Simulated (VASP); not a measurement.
Write the native input for VASP 6.6.1 that does the following.

```
Task                   : single point
Functional             : RPBE
Potentials or basis    : VASP PAW PBE potentials, release 64 (Rb_sv)
Cutoff                 : 520 eV
k mesh                 : 8 × 8 × 4
Occupations            : fermi-dirac, width 0.1 eV
Spin                   : no spin polarisation
Dipole correction      : no
Further INCAR settings : ALGO = Normal; EDIFF = 1e-06; NBANDS = 16
```

The structure of Rb lies in POSCAR:

```
Rb
1.0
    5.0654385526      0.0000000000      0.0000000000
   -2.5327192763      4.3867984679      0.0000000000
    0.0000000000      0.0000000000      8.3522072651
Rb
2
Direct
    0.3333333333      0.6666666667      0.2500000000
    0.6666666667      0.3333333333      0.7500000000
```

This isn't the form of Rb at room conditions, which is bcc.

The input as run:

INCAR

```
ALGO = Normal ; EDIFF = 1E-6
ENCUT = 520 ; GGA = RP
ISIF = 2 ; ISMEAR = -1
LASPH = True ; LCHARG = False
LREAL = False ; LWAVE = False
NBANDS = 16 ; NELM = 100
PREC = Accurate ; SIGMA = 0.1
```

KPOINTS

```
k-points
0
Gamma
  8 8 4
```

Potentials or basis: VASP PAW PBE potentials, release 64 (Rb_sv).

Launch:

```sh
$ cat potpaw_PBE.64/Rb_sv/POTCAR > POTCAR
$ mpirun -np 1 vasp_std > vasp.out
```

Results of the run:

- Pressure: 0.2 GPa
- Band gap on the k mesh: zero (bands 9 and 10 overlap by 2.14 eV)

Caveat: the PAW data sets were made with another functional, which shifts forces and pressure a little.

Wall time 2.1 min on 1 thread of Intel Xeon 8259CL, on a shared host, peak memory 0.32 GiB.
